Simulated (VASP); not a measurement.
# SnO2 (P1) in VASP: further runs, part 2 of 2

VASP 6.6.1.

## 3. Single point, PBEsol

The input, INCAR:

```
ALGO     = Normal         # electronic algorithm
EDIFF    = 1E-6           # SCF threshold, eV
ENCUT    = 910            # plane-wave cutoff, eV
GGA      = PS             # functional
GGA_COMPAT= False        
ISIF     = 2              # what is computed and relaxed
ISMEAR   = 0              # smearing method
LASPH    = True           # aspherical terms in the spheres
LCHARG   = False          # write CHGCAR
LREAL    = False          # projectors in reciprocal space
LWAVE    = False          # write WAVECAR
NBANDS   = 20             # bands
NELM     = 120            # most SCF steps
PREC     = Accurate       # precision mode
SIGMA    = 0.01           # smearing width, eV
```

The input, KPOINTS:

```
k-points
0
Gamma
  6 6 6
```

The input, POSCAR:

```
SnO2
1.0
    1.6170930800      0.9336291200      4.8005925800
   -1.6170930800      0.9336291200      4.8005925800
    0.0000000000     -1.8672582400      4.8005925800
Sn O
1 2
Direct
    0.5000000007      0.5000000007      0.5000000007
    0.2309860643      0.2433539362      0.2371700002
    0.7628300005      0.7628300005      0.7628300005
```

Potentials or basis: VASP PAW PBE potentials, release 64 (Sn_d, O_h).

On the command line:

```console
$ cat potpaw_PBE.64/Sn_d/POTCAR potpaw_PBE.64/O_h/POTCAR > POTCAR
$ mpirun -np 1 vasp_std > vasp.out
```

It took 6.5 min on 1 thread of AMD EPYC 9R45 (Zen 5), shared host; peak memory 0.47 GiB.

The run converged. Its results:

```
Free energy            : -19.3250 eV
Pressure               : -5.0 GPa
Largest force          : 0.378 eV/Å
Band gap on the k mesh : 1.86 eV (least direct gap 1.98 eV)
```

Forces in eV/Å, atoms in the order of the input:
```
Sn  -0.127 -0.005 -0.005
O    0.168  0.004 -0.338
O   -0.041  0.001  0.343
```

Stress tensor (GPa, compression positive):
```
-5.56  0.01  0.76
 0.01 -5.59  0.01
 0.76  0.01 -3.79
```

Levels at points of the mesh, in eV from the valence-band top:
```tsv
k point	band 11	band 12	band 13	band 14	band 15	band 16
(0.00, 0.00, 0.00)	-0.90	-0.89	-0.12	1.86	5.57	10.82
(0.50, 0.00, 0.00)	-1.53	-0.59	-0.55	5.27	7.60	9.94
(0.00, 0.50, 0.00)	-1.46	-0.61	-0.57	5.20	7.58	9.92
(0.00, 0.00, 0.50)	-1.49	-0.61	-0.55	5.24	7.59	9.93
(0.50, 0.50, 0.00)	-1.16	-0.46	-0.02	4.96	6.78	10.59
(0.50, 0.00, 0.50)	-1.13	-0.46	-0.03	4.93	6.76	10.57
(0.00, 0.50, 0.50)	-1.18	-0.45	-0.03	5.00	6.80	10.61
(0.50, 0.50, 0.50)	-1.27	-0.85	-0.84	3.13	5.51	11.00
```

Caveat: the cutoff is under 1.25 times the usual one of these potentials, so pressure, stress and relaxed cells hold a basis-set (Pulay) error; the cell stands under tension; the PAW data sets were made with another functional, which shifts forces and pressure a little; spin-orbit coupling is left out, which moves the levels of the heavy elements.

## 4. Single point, PBEsol

The input, INCAR:

```
ALGO = Normal
EDIFF = 1E-6
ENCUT = 910
GGA = PS
GGA_COMPAT = F
ISIF = 2
ISMEAR = 0
LASPH = T
LCHARG = F
LREAL = F
LWAVE = F
NBANDS = 20
NELM = 120
PREC = Accurate
SIGMA = 0.01
```

KPOINTS is that of step 3.

POSCAR: that of step 3 with these lines changed.

```diff
@@ -9,3 +9,3 @@
     0.5000000007      0.5000000007      0.5000000007
-    0.2309860643      0.2433539362      0.2371700002
+    0.2340780323      0.2402619682      0.2371700002
     0.7628300005      0.7628300005      0.7628300005
```

Potentials or basis: VASP PAW PBE potentials, release 64 (Sn_d, O_h).

On the command line:

```console
$ cat potpaw_PBE.64/Sn_d/POTCAR potpaw_PBE.64/O_h/POTCAR > POTCAR
$ mpirun -np 1 vasp_std > vasp.out
```

OUTCAR:

```text
EDIFF = 1E-6
   ENCUT = 910
   GGA = PS
   ISIF = 2
   ISMEAR = 0
   LASPH = T
   LREAL = F
   NELM = 120
   PREC = Accurate

 ion  position               nearest neighbor table
   1  0.500  0.500  0.500-   2 2.12   3 2.13   3 2.13   3 2.13   2 2.13   2 2.13
   2  0.234  0.240  0.237-   1 2.12   1 2.13   1 2.13
   3  0.763  0.763  0.763-   1 2.13   1 2.13   1 2.13

  LATTYP: Found a trigonal (rhomboedric) cell.
 ALAT       =     5.1509554922
[... 747 lines left out ...]

  FORCE on cell =-STRESS in cart. coord.  units (eV):
  Direction    XX          YY          ZZ          XY          YZ          ZX
  --------------------------------------------------------------------------------------
  -------------------------------------------------------------------------------------
  Total       -1.5143104     -1.5194122     -1.0333810      0.0007777      0.0007721      0.1027137
  in kB      -55.7917500    -55.9797150    -38.0728633      0.0286517      0.0284461      3.7842832
  external PRESSURE =     -49.9481094 kB  Pullay stress =       0.0000000 kB

 VOLUME and BASIS-vectors are now :
 -----------------------------------------------------------------------------
  energy-cutoff  :      910.00
  volume of cell :       43.49
      direct lattice vectors                 reciprocal lattice vectors
     1.617093080  0.933629120  4.800592580     0.309196797  0.178514855  0.069435872
    -1.617093080  0.933629120  4.800592580    -0.309196797  0.178514855  0.069435872
     0.000000000 -1.867258240  4.800592580     0.000000000 -0.357029709  0.069435872

 POSITION                                       TOTAL-FORCE (eV/Angst)
 -----------------------------------------------------------------------------------
      0.00000      0.00000      7.20089        -0.063558     -0.001272     -0.001200
     -0.01000      0.00000      3.41567         0.083884      0.001016     -0.342194
      0.00000      0.00000     10.98611        -0.020326      0.000255      0.343394
 -----------------------------------------------------------------------------------
    total drift:                               -0.000061     -0.000041      0.000031

  FREE ENERGIE OF THE ION-ELECTRON SYSTEM (eV)
  ---------------------------------------------------
  free  energy   TOTEN  =       -19.3262643599 eV

  energy  without entropy=      -19.3262643599  energy(sigma->0) =      -19.32626436
```

stdout:

```text
POSCAR found type information on POSCAR SnO
 POSCAR found :  2 types and       3 ions
 scaLAPACK will be used
 -----------------------------------------------------------------------------
|                                                                             |
|                                                                             |
|     You enforced a specific xc type in the INCAR file but a different       |
|     I HOPE YOU KNOW WHAT YOU ARE DOING!                                     |
|                                                                             |
 -----------------------------------------------------------------------------

 LDA part: xc-table for (Slater+PW92), standard interpolation
 POSCAR, INCAR and KPOINTS ok, starting setup
 FFT: planning ... GRIDC
 FFT: planning ... GRID_SOFT
 FFT: planning ... GRID
 WAVECAR not read
 entering main loop
```

It took 6.1 min on 1 thread of Intel Xeon Platinum 8488C (Sapphire Rapids), shared host; peak memory 0.51 GiB.

What came out:

```yaml
Free_energy: -19.3263 eV
Pressure: -5.0 GPa
Largest_force: 0.352 eV/Å
Band_gap_on_the_k_mesh: 1.86 eV (least direct gap 1.98 eV)
```

Forces in eV/Å, atoms in the order of the input:
```
Sn  -0.064 -0.001 -0.001
O    0.084  0.001 -0.342
O   -0.020  0.000  0.343
```

Caveat: the cutoff is under 1.25 times the usual one of these potentials, so pressure, stress and relaxed cells hold a basis-set (Pulay) error; the cell stands under tension; the PAW data sets were made with another functional, which shifts forces and pressure a little; spin-orbit coupling is left out, which moves the levels of the heavy elements. A k mesh can miss the band edges.
